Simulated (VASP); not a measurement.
A run of VASP 6.6.1:

The input POSCAR:

```
CaO
1.0
    0.0000000000      2.4473654209      2.4473654209
    2.4473654209      0.0000000000      2.4473654209
    2.4473654209      2.4473654209      0.0000000000
Ca O
1 1
Direct
    0.0000000000      0.0000000000      0.0000000000
    0.5000000000      0.5000000000      0.5000000000
```

The input INCAR.step1:

```
PREC = Accurate
ENCUT = 520
ISMEAR = -1
SIGMA = 0.1
LREAL = False
LASPH = True
NELM = 100
NBANDS = 15
GGA = PE
ALGO = Normal
EDIFF = 1E-4
LWAVE = True
LCHARG = False
```

Contents of INCAR.step2:

```
PREC = Accurate
ENCUT = 520
EDIFF = 1E-7
ISMEAR = -1
SIGMA = 0.1
LREAL = False
LASPH = True
NELM = 100
ALGO = Normal
ISIF = 2
LWAVE = False
LCHARG = False
METAGGA = R2SCAN
LMIXTAU = True
NBANDS = 15
ISTART = 1
```

File KPOINTS:

```
regular mesh
0
Gamma
  12 12 12
```

Potentials or basis: VASP PAW PBE potentials, release 64 (Ca_sv, O).

Run with:

```console
$ cat potpaw_PBE.64/Ca_sv/POTCAR potpaw_PBE.64/O/POTCAR > POTCAR
$ cp INCAR.step1 INCAR
$ mpirun -np 1 vasp_std > vasp.out
$ cp INCAR.step2 INCAR
$ mpirun -np 1 vasp_std > vasp.out
```

Hardware: 1 thread of AMD EPYC 9R45 (Zen 5), on a shared host.

Q: How long does it take, and how much memory?

A: It took 77 s on 1 thread of AMD EPYC 9R45 (Zen 5), with other jobs on the host, peak memory 0.15 GiB. Counts: k points 72.
